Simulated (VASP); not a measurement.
## TiO2: relaxation of the atoms with r2SCAN

TiO2, a slab with vacuum:

```
O Ti
1.0
     3.77792    0.00000    0.00000
     0.00000    3.77792    0.00000
     0.00000    0.00000   25.40227
O Ti
10 5
Direct
  0.50000 0.00000 0.29525
  0.00000 0.50000 0.32748
  0.50000 0.50000 0.38957
  0.00000 0.00000 0.42180
  0.00000 0.50000 0.48388
  0.50000 0.00000 0.51612
  0.00000 0.00000 0.57820
  0.50000 0.50000 0.61043
  0.50000 0.00000 0.67252
  0.00000 0.50000 0.70475
  0.50000 0.50000 0.31137
  0.00000 0.50000 0.40568
  0.00000 0.00000 0.50000
  0.50000 0.00000 0.59432
  0.50000 0.50000 0.68863
```

```json
{
 "Program": "VASP 6.6.1",
 "Task": "relaxation of the atoms",
 "Functional": "r2SCAN",
 "Potentials or basis": "VASP PAW PBE potentials, release 64 (O, Ti_sv)",
 "Cutoff": "520 eV",
 "k mesh": "7 × 7 × 1",
 "Occupations": "gaussian, width 0.05 eV",
 "Spin": "no spin polarisation",
 "Dipole correction": "yes",
 "Further INCAR settings": "LREAL = Auto; ALGO = Normal; EDIFF = 1e-06; IBRION = 2; EDIFFG = -0.02; NSW = 80"
}
```

* Energy gained by relaxing: 6.1 meV/atom
* Ionic steps: 10
* Largest force after relaxing: 0.014 eV/Å
* Band gap on the k mesh: 1.84 eV (least direct gap 2.19 eV)

Forces in eV/Å, atoms in the order of the input:
```
O    0.000  0.000 -0.009
O    0.000  0.000  0.011
O    0.000  0.000 -0.014
O    0.000  0.000 -0.003
O    0.000  0.000  0.006
O    0.000  0.000 -0.006
O    0.000  0.000  0.003
O    0.000  0.000  0.014
O    0.000  0.000 -0.011
O    0.000  0.000  0.009
Ti   0.000  0.000 -0.008
Ti   0.000  0.000 -0.005
Ti   0.000  0.000  0.000
Ti   0.000  0.000  0.005
Ti   0.000  0.000  0.008
```

The path:
```
step  energy change (eV)  largest force (eV/Å)  pressure (GPa)
   1              0.0000                1.3615           -2.25
   2             -0.0563                0.9222           -1.60
   3             -0.0832                0.2854           -1.87
   4             -0.0876                0.3029           -1.84
   5             -0.0887                0.1227           -1.84
   6             -0.0909                0.0470           -1.84
   7             -0.0909                0.0398           -1.84
   8             -0.0911                0.0268           -1.86
   9             -0.0912                0.0356           -1.88
  10             -0.0913                0.0137           -1.90
```

Final structure:
```yaml
crystal:
  lattice:
    - [3.77792, 0.00000, 0.00000]
    - [0.00000, 3.77792, 0.00000]
    - [0.00000, 0.00000, 25.40227]
  atoms:
    - { symbol: O, position: [0.50000, 0.00000, 0.29390] }
    - { symbol: O, position: [0.00000, 0.50000, 0.32785] }
    - { symbol: O, position: [0.50000, 0.50000, 0.38908] }
    - { symbol: O, position: [0.00000, 0.00000, 0.42171] }
    - { symbol: O, position: [0.00000, 0.50000, 0.48370] }
    - { symbol: O, position: [0.50000, 0.00000, 0.51630] }
    - { symbol: O, position: [0.00000, 0.00000, 0.57829] }
    - { symbol: O, position: [0.50000, 0.50000, 0.61092] }
    - { symbol: O, position: [0.50000, 0.00000, 0.67215] }
    - { symbol: O, position: [0.00000, 0.50000, 0.70610] }
    - { symbol: Ti, position: [0.50000, 0.50000, 0.31313] }
    - { symbol: Ti, position: [0.00000, 0.50000, 0.40515] }
    - { symbol: Ti, position: [0.00000, 0.00000, 0.50000] }
    - { symbol: Ti, position: [0.50000, 0.00000, 0.59485] }
    - { symbol: Ti, position: [0.50000, 0.50000, 0.68687] }
```

Levels at points of the mesh, in eV from the valence-band top:
```
           k point  band 57  band 58  band 59  band 60  band 61  band 62  band 63  band 64
(0.00, 0.00, 0.00)    -0.94    -0.94    -0.36    -0.36     1.84     2.01     2.30     2.63
```

Run time: 29 min on 4 MPI ranks on AMD EPYC 9R45 96-Core Processor (Zen 5), on a shared host, peak memory 0.56 GiB a rank.

Caveat: the PAW data sets were made with another functional, which shifts forces and pressure a little.
